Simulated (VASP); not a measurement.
# MnS (F-43m) in VASP: settings compared

MnS is run at these levels: PBEsol+U, r2SCAN+U; tasks: single point.

Everything below comes from runs of VASP 6.6.1. Logs are shortened: lines on timing, memory, paths and dates and some standing lists are left out, and cuts for length are marked.

### Step 1. The cell of the first run

The structure is cubic, space group F-43m (No. 216). Conventional cell: a = 5.707 Å, b = 5.707 Å, c = 5.707 Å, α = 90.00°, β = 90.00°, γ = 90.00°. Within 3.3 Å of Mn (site symmetry -43m) lie 4 S at 2.47 Å. S (site symmetry -43m) has 4 Mn at 2.47 Å within 3.3 Å.

### Step 2. Single point, PBEsol+U, collinear spin, ferromagnetic start

Input file INCAR:

```
PREC = Accurate
ENCUT = 520
EDIFF = 1E-7
ISMEAR = -1
SIGMA = 0.05
LREAL = F
LASPH = T
NELM = 150
ALGO = Normal
ISIF = 2
LWAVE = F
LCHARG = F
ISPIN = 2
MAGMOM = 4 0
LORBIT = 11
LMAXMIX = 4
LDAU = T
LDAUTYPE = 2
LDAUL = 2 -1
LDAUU = 6 0
LDAUJ = 0 0
LDAUPRINT = 1
GGA = PS
NBANDS = 20
```

Input file KPOINTS:

```
Automatic mesh
0
Gamma
  9 9 9
```

Input file POSCAR:

```
MnS
1.0
    0.0000000000      2.8536361698      2.8536361698
    2.8536361698      0.0000000000      2.8536361698
    2.8536361698      2.8536361698      0.0000000000
Mn S
1 1
Direct
    0.0000000000      0.0000000000      0.0000000000
    0.7500000000      0.7500000000      0.7500000000
```

Potentials or basis: VASP PAW PBE potentials, release 64 (Mn_pv, S).

Started as:

```bash
cat potpaw_PBE.64/Mn_pv/POTCAR potpaw_PBE.64/S/POTCAR > POTCAR
mpirun -np 1 vasp_std > vasp.out
```

OUTCAR:

```text
PREC = Accurate
   ENCUT = 520
   EDIFF = 1E-7
   ISMEAR = -1
   LREAL = F
   LASPH = T
   NELM = 150
   ISIF = 2
   ISPIN = 2
   LORBIT = 11
   GGA = PS

 ion  position               nearest neighbor table
   1  0.000  0.000  0.000-   2 2.47   2 2.47   2 2.47   2 2.47
   2  0.750  0.750  0.750-   1 2.47   1 2.47   1 2.47   1 2.47

  LATTYP: Found a face centered cubic cell.
 ALAT       =     5.7072723396

  Lattice vectors:

 A1 = (   0.0000000000,   2.8536361698,   2.8536361698)
 A2 = (   2.8536361698,   0.0000000000,   2.8536361698)
 A3 = (   2.8536361698,   2.8536361698,   0.0000000000)

Analysis of symmetry for initial positions (statically):
=====================================================================
 Subroutine PRICEL returns:
 Original cell was already a primitive cell.

 Routine SETGRP: Setting up the symmetry group for a
 face centered cubic supercell.

 Subroutine GETGRP returns: Found 24 space group operations
 (whereof 24 operations were pure point group operations)
 out of a pool of 48 trial point group operations.

The static configuration has the point symmetry T_d .

Analysis of symmetry for dynamics (positions and initial velocities):
=====================================================================
 Subroutine PRICEL returns:
 Original cell was already a primitive cell.

 Routine SETGRP: Setting up the symmetry group for a
 face centered cubic supercell.

 Subroutine GETGRP returns: Found 24 space group operations
 (whereof 24 operations were pure point group operations)
 out of a pool of 48 trial point group operations.

The dynamic configuration has the point symmetry T_d .

Analysis of structural, dynamic, and magnetic symmetry:
=====================================================================
 Subroutine PRICEL returns:
 Original cell was already a primitive cell.

 Routine SETGRP: Setting up the symmetry group for a
 face centered cubic supercell.

 Subroutine GETGRP returns: Found 24 space group operations
 (whereof 24 operations were pure point group operations)
 out of a pool of 48 trial point group operations.

The overall configuration has the point symmetry T_d .

 Subroutine INISYM returns: Found 24 space group operations
 (whereof 24 operations are pure point group operations),
 and found     1 'primitive' translations

----------------------------------------------------------------------------------------

                                     Primitive cell

  volume of cell :      46.4757

  direct lattice vectors                    reciprocal lattice vectors
     0.000000000  2.853636170  2.853636170    -0.175215049  0.175215049  0.175215049
     2.853636170  0.000000000  2.853636170     0.175215049 -0.175215049  0.175215049
     2.853636170  2.853636170  0.000000000     0.175215049  0.175215049 -0.175215049

  length of vectors
     4.035650973  4.035650973  4.035650973     0.303481366  0.303481366  0.303481366

  position of ions in fractional coordinates (direct lattice)
     0.000000000  0.000000000  0.000000000
     0.750000000  0.750000000  0.750000000

  ion indices of the primitive-cell ions
   primitive index   ion index
                 1           1
                 2           2

----------------------------------------------------------------------------------------

 KPOINTS: Automatic mesh

[... 64 lines left out ...]
   LASPH  =      T    aspherical Exc in radial PAW
   ENCUT  =  520.0 eV  38.22 Ry    6.18 a.u.   7.50  7.50  7.50*2*pi/ulx,y,z
   NELM   =    150;   NELMIN=  2; NELMDL= -5     # of ELM steps
   EDIFF  = 0.1E-06   stopping-criterion for ELM
   LREAL  =      F    real-space projection
   EDIFFG = 0.1E-05   stopping-criterion for IOM
   NSW    =      0    number of steps for IOM
   IBRION =     -1    ionic relax: 0-MD 1-quasi-New 2-CG
   NFREE  =      0    steps in history (QN), initial steepest desc. (CG)
   ISIF   =      2    stress and relaxation
   ISYM   =      2    0-nonsym 1-usesym 2-fastsym
   POTIM  = 0.5000    time-step for ionic-motion
   TEBEG  =    0.0;   TEEND  =   0.0 temperature during run
   PSTRESS=    0.0 pullay stress
   NELECT =      19.0000    total number of electrons
   NUPDOWN=      -1.0000    fix difference up-down
   EMIN   =  10.00;   EMAX   =-10.00  energy-range for DOS
   EFERMI =   0.00;   METHOD = LEGACY
   ISMEAR =    -1;   SIGMA  =   0.05  broadening in eV -4-tet -1-fermi 0-gaus
   EFERMI_NEDOS =   21; number of points for ismear=-14 and -15
   IALGO  =     38    algorithm
   IMIX   =      4    mixing-type and parameters
     AMIX     =   0.40;   BMIX     =  1.00
     AMIX_MAG =   1.60;   BMIX_MAG =  1.00
  volume/ion in A,a.u.               =      23.24       156.82
  Fermi-wavevector in a.u.,A,eV,Ry     =   1.215022  2.296058 20.085984  1.476278
  Thomas-Fermi vector in A             =   2.350423
   LORBIT       =     11    0 simple, 1 ext, 2 COOP (PROOUT), +10 PAW based schemes
 LDA+U is selected, type is set to LDAUTYPE =  2
   angular momentum for each species LDAUL =     2   -1
   U (eV)           for each species LDAUU =   6.0  0.0
   J (eV)           for each species LDAUJ =   0.0  0.0
   GGA     = PS    functional components
   LHFCALC =     F    Hartree Fock is set to
   AEXX    =    0.0000 exact exchange contribution
   IVDW    =     0    specifies the selected vdW correction
   LEPSILON=     F    determine dielectric tensor
   LRPA    =     F    only Hartree local field effects (RPA)
 spin polarized calculation
  energy-cutoff  :      520.00
  volume of cell :       46.48
 maximum number of plane-waves:      1272
 NGX is ok and might be reduce to    30
   NGX = 15   NGY = 15   NGZ = 15

atom =   1  type =  1  l = 2

 onsite density matrix

spin component  1

  0.9475 -0.0000 -0.0000 -0.0000 -0.0000
 -0.0000  0.9475  0.0000  0.0000 -0.0000
 -0.0000  0.0000  0.9400  0.0000  0.0000
 -0.0000  0.0000  0.0000  0.9475  0.0000
 -0.0000 -0.0000  0.0000  0.0000  0.9400

spin component  2

  0.0435  0.0000  0.0000  0.0000  0.0000
  0.0000  0.0435 -0.0000  0.0000  0.0000
  0.0000 -0.0000  0.0122 -0.0000  0.0000
  0.0000  0.0000 -0.0000  0.0435  0.0000
  0.0000  0.0000  0.0000  0.0000  0.0122

 occupancies and eigenvectors

  o =  0.0122  v =  0.0000  0.0000  0.0000  0.0000  0.0000 -0.0000 -0.0000 -0.0364 -0.0000  0.9993      0.0000  0.0000  0.0000  0.0000  0.0000  0.0000  0.0000  0.0000  0.0000  0.0000
  o =  0.0122  v =  0.0000  0.0000  0.0000  0.0000  0.0000  0.0000 -0.0000 -0.9993  0.0000 -0.0364      0.0000  0.0000  0.0000  0.0000  0.0000  0.0000  0.0000  0.0000  0.0000  0.0000
  o =  0.0435  v =  0.0000  0.0000  0.0000  0.0000  0.0000 -0.0235 -0.0457  0.0000  0.9987  0.0000      0.0000  0.0000  0.0000  0.0000  0.0000  0.0000  0.0000  0.0000  0.0000  0.0000
  o =  0.0435  v =  0.0000  0.0000  0.0000  0.0000  0.0000 -0.0090  0.9989 -0.0000  0.0455  0.0000      0.0000  0.0000  0.0000  0.0000  0.0000  0.0000  0.0000  0.0000  0.0000  0.0000
  o =  0.0435  v =  0.0000  0.0000  0.0000  0.0000  0.0000 -0.9997 -0.0079 -0.0000 -0.0239 -0.0000      0.0000  0.0000  0.0000  0.0000  0.0000  0.0000  0.0000  0.0000  0.0000  0.0000
  o =  0.9400  v =  0.0000 -0.0000  0.9998  0.0000 -0.0223  0.0000  0.0000  0.0000  0.0000  0.0000      0.0000  0.0000  0.0000  0.0000  0.0000  0.0000  0.0000  0.0000  0.0000  0.0000
  o =  0.9400  v =  0.0000  0.0000  0.0223 -0.0000  0.9998  0.0000  0.0000  0.0000  0.0000  0.0000      0.0000  0.0000  0.0000  0.0000  0.0000  0.0000  0.0000  0.0000  0.0000  0.0000
  o =  0.9475  v =  1.0000  0.0000  0.0000  0.0000  0.0000  0.0000  0.0000  0.0000  0.0000  0.0000      0.0000  0.0000  0.0000  0.0000  0.0000  0.0000  0.0000  0.0000  0.0000  0.0000
  o =  0.9475  v =  0.0000 -0.9954 -0.0000 -0.0958  0.0000  0.0000  0.0000  0.0000  0.0000  0.0000      0.0000  0.0000  0.0000  0.0000  0.0000  0.0000  0.0000  0.0000  0.0000  0.0000
  o =  0.9475  v =  0.0000 -0.0958 -0.0000  0.9954  0.0000  0.0000  0.0000  0.0000  0.0000  0.0000      0.0000  0.0000  0.0000  0.0000  0.0000  0.0000  0.0000  0.0000  0.0000  0.0000

 number of electron      19.0000012 magnetization       4.9999815

 Free energy of the ion-electron system (eV)
  ---------------------------------------------------
  ext. energy  EPLUGINS =         0.00000000
  ---------------------------------------------------
  free energy    TOTEN  =       -13.13940525 eV

  energy without entropy =      -13.13940524  energy(sigma->0) =      -13.13940525

 E-fermi :   4.0325     XC(G=0):  -9.2303

 val. band max:        3.3165117440   @ k =   0.0000   0.0000   0.0000
 cond. band min:       4.6611345225   @ k =   0.0000   0.0000   0.0000
 fundamental gap:      1.3446227785
 Fermi energy:         4.0325117601

 spin component 1

 k-point     1 :       0.0000    0.0000    0.0000
  band No.  band energies     occupation
      1     -46.8434      1.00000
      2     -46.8434      1.00000
      3     -46.8434      1.00000
      4      -9.4504      1.00000
      5      -2.6371      1.00000
      6      -2.6371      1.00000
[... 1097 lines left out ...]
     19      17.8068      0.00000
     20      17.8068      0.00000

 [... further k-points ...]

------------------------ aborting loop because EDIFF is reached ----------------------------------------

  FORCE on cell =-STRESS in cart. coord.  units (eV):
  Direction    XX          YY          ZZ          XY          YZ          ZX
  --------------------------------------------------------------------------------------
  -------------------------------------------------------------------------------------
  Total        0.0066622      0.0066622      0.0066622      0.0000000      0.0000000     -0.0000000
  in kB        0.2296686      0.2296686      0.2296686      0.0000000      0.0000000     -0.0000000
  external PRESSURE =       0.2296686 kB  Pullay stress =       0.0000000 kB

 VOLUME and BASIS-vectors are now :
 -----------------------------------------------------------------------------
  energy-cutoff  :      520.00
  volume of cell :       46.48
      direct lattice vectors                 reciprocal lattice vectors
     0.000000000  2.853636170  2.853636170    -0.175215049  0.175215049  0.175215049
     2.853636170  0.000000000  2.853636170     0.175215049 -0.175215049  0.175215049
     2.853636170  2.853636170  0.000000000     0.175215049  0.175215049 -0.175215049

 POSITION                                       TOTAL-FORCE (eV/Angst)
 -----------------------------------------------------------------------------------
      0.00000      0.00000      0.00000         0.000000      0.000000      0.000000
      4.28045      4.28045      4.28045        -0.000000     -0.000000     -0.000000
 -----------------------------------------------------------------------------------
    total drift:                                0.000001      0.000001      0.000001

  FREE ENERGIE OF THE ION-ELECTRON SYSTEM (eV)
  ---------------------------------------------------
  free  energy   TOTEN  =       -13.1394052495 eV

  energy  without entropy=      -13.1394052425  energy(sigma->0) =      -13.13940525

 total charge

# of ion       s       p       d       tot
------------------------------------------
    1        0.259   6.202   4.860  11.322
    2        1.307   2.450   0.000   3.757
--------------------------------------------------
tot          1.566   8.652   4.860  15.079

 magnetization (x)

# of ion       s       p       d       tot
------------------------------------------
    1        0.046   0.053   4.557   4.656
    2        0.004  -0.011   0.000  -0.007
--------------------------------------------------
tot          0.050   0.042   4.557   4.649
```

Run time: 31 s. Hardware: 1 thread of AMD EPYC 9R45 (Zen 5), shared host; peak memory 0.18 GiB.

Results:

* Free energy: -13.1394 eV
* Pressure: 0.0 GPa
* Band gap on the k mesh: 1.34 eV
* Net moment: 5.00 μB per cell
* Site moments: Mn +4.66; S -0.01 μB
* Valence electrons inside the program's atomic spheres: Mn 11.32; S 3.76

Eigenvalues of the final occupation matrices:
```csv
site,spin,trace,eigenvalues
site 1 d,1,4.72,0.94 0.94 0.95 0.95 0.95
site 1 d,2,0.15,0.01 0.01 0.04 0.04 0.04
```

Caveat: the PAW data sets were made with another functional, which shifts forces and pressure a little; a cell with one magnetic atom can't hold antiferromagnetic order, which such compounds often take.

### Step 3. Single point, PBEsol+U, collinear spin, ferromagnetic start

This run uses another cell than the first one, of 23.68 Å³/atom.

Input file INCAR:

```
SYSTEM = MnS
PREC = Accurate ; ENCUT = 520
EDIFF = 1E-6 ; ISMEAR = -1
SIGMA = 0.05 ; LREAL = .FALSE.
LASPH = .TRUE. ; NELM = 150
ALGO = Normal ; ISIF = 2
LWAVE = .FALSE. ; LCHARG = .FALSE.
ISPIN = 2 ; MAGMOM = 4 0
LORBIT = 11 ; LMAXMIX = 4
LDAU = .TRUE. ; LDAUTYPE = 2
LDAUL = 2 -1 ; LDAUU = 8 0
LDAUJ = 0 0 ; LDAUPRINT = 1
GGA = PS ; NBANDS = 20
```

Input file KPOINTS:

```
Automatic mesh
0
G
  9 9 9
  0 0 0
```

Input file POSCAR:

```
MnS
1.0
    0.0000000000      2.8716275347      2.8716275347
    2.8716275347      0.0000000000      2.8716275347
    2.8716275347      2.8716275347      0.0000000000
Mn S
1 1
Direct
    0.0000000000      0.0000000000      0.0000000000
    0.7500000000      0.7500000000      0.7500000000
```

Potentials or basis: VASP PAW PBE potentials, release 64 (Mn_pv, S).

Started as:

```bash
cat potpaw_PBE.64/Mn_pv/POTCAR potpaw_PBE.64/S/POTCAR > POTCAR
mpirun -np 1 vasp_std > vasp.out
```

It took 28 s on 1 thread of AMD EPYC 9R45 (Zen 5), shared host; peak memory 0.18 GiB.

It converged, with:

- Free energy: -12.7598 eV
- Pressure: -0.1 GPa
- Band gap on the k mesh: 1.48 eV
- Net moment: 5.00 μB per cell
- Site moments: Mn +4.72; S -0.03 μB
- Valence electrons inside the program's atomic spheres: Mn 11.31; S 3.76

Levels at points of the mesh, in eV from the valence-band top:
Spin up:
```tsv
k point	band 8	band 9	band 10	band 11	band 12	band 13	band 14	band 15	band 16	band 17
(0.00, 0.00, 0.00)	-5.80	-5.80	0.00	0.00	0.00	1.48	6.52	6.52	6.52	10.80
```
Spin down:
| k point | band 4 | band 5 | band 6 | band 7 | band 8 | band 9 | band 10 | band 11 |
| --- | --- | --- | --- | --- | --- | --- | --- | --- |
| (0.00, 0.00, 0.00) | -12.30 | -1.56 | -1.56 | -1.56 | 2.35 | 4.92 | 4.92 | 6.62 |

Eigenvalues of the final occupation matrices:
```
    site  spin  trace               eigenvalues
site 1 d     1   4.76  0.95 0.95 0.95 0.95 0.95
site 1 d     2   0.12  0.01 0.01 0.03 0.03 0.03
```

Caveat: the PAW data sets were made with another functional, which shifts forces and pressure a little; a cell with one magnetic atom can't hold antiferromagnetic order, which such compounds often take. The state reached can hang on the start; a lower one may exist.

[end of part 1 of 2]
